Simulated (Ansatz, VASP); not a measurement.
**AlN: VASP beside Ansatz**

Contents of INCAR:

```
SYSTEM = AlN
ALGO = Normal
EDIFF = 1E-6
ENCUT = 520
ISIF = 2
ISMEAR = 0
LASPH = .True.
LCHARG = .False.
LREAL = .False.
LWAVE = .False.
NBANDS = 16
NELM = 60
PREC = Accurate
SIGMA = 0.05
```

File KPOINTS:

```
k-points
0
Gamma
  9 9 6
  0 0 0
```

The input POSCAR:

```
AlN
1.0
    3.3577558766      0.0000000000      0.0000000000
   -1.6788779383      2.9079018889      0.0000000000
    0.0000000000      0.0000000000      4.2032046078
Al N
2 2
Direct
    0.3333333333      0.6666666667      0.7664069085
    0.6666666667      0.3333333333      0.2664069085
    0.3333333333      0.6666666667      0.2183955428
    0.6666666667      0.3333333333      0.7183955428
```

Input for Ansatz:

```yaml
crystal:
  lattice:
    - [3.3577558766, 0.0, 0.0]
    - [-1.6788779383, 2.9079018889, 0.0]
    - [0.0, 0.0, 4.2032046078]
  atoms:
    - { symbol: Al, position: [0.3333333333, 0.6666666667, 0.7664069085] }
    - { symbol: Al, position: [0.6666666667, 0.3333333333, 0.2664069085] }
    - { symbol: "N", position: [0.3333333333, 0.6666666667, 0.2183955428] }
    - { symbol: "N", position: [0.6666666667, 0.3333333333, 0.7183955428] }
basis:
  ecutwfc: 520.0
kpoints:
  mp_grid: { grid: [9, 9, 6] }
hamiltonian:
  xc: lda
  pseudopotentials: { kind: paw, azcp: { folder: soft_1 } }
scf:
  occupations: { method: gaussian, width: 0.05 }
output:
  forces: true
  stress: true
  eigenvalues: true
```

Change from the starting cell: mode 4 frozen in at -0.130 Å, equal normal strain along x, y and z +0.0250.

Alike in both runs: task single point; functional LDA; k mesh 9 × 9 × 6; occupations gaussian, width 0.05 eV; no spin polarisation.

|  | VASP | Ansatz |
| --- | --- | --- |
| version | VASP 6.6.1 | Ansatz 0.2.0 |
| potentials or method | VASP PAW LDA potentials, release 64 (Al, N), cutoff 520 eV | scalar-relativistic, plane waves, PAW |
| valence electrons in the cell | 16 | 16 |

```csv
,VASP,Ansatz,Ansatz less VASP
gap on the k mesh at the Fermi level (eV),3.25,3.24,-0.006
least direct gap on the mesh (eV),3.25,3.24,-0.006
pressure (GPa),-10.5,-11.0,-0.48
"traceless stress, the component that is largest in VASP (GPa)",12.37,12.27,-0.102
rms of the force components (eV/Å),0.360,0.343,-0.0172
```

Ansatz warns that its potentials were made for another functional, while VASP's fit it. LDA's correlation is that of Perdew and Zunger in VASP and of Perdew and Wang (1992) in Ansatz. Atom by atom the forces differ by 0.017 eV/Å (rms over components).
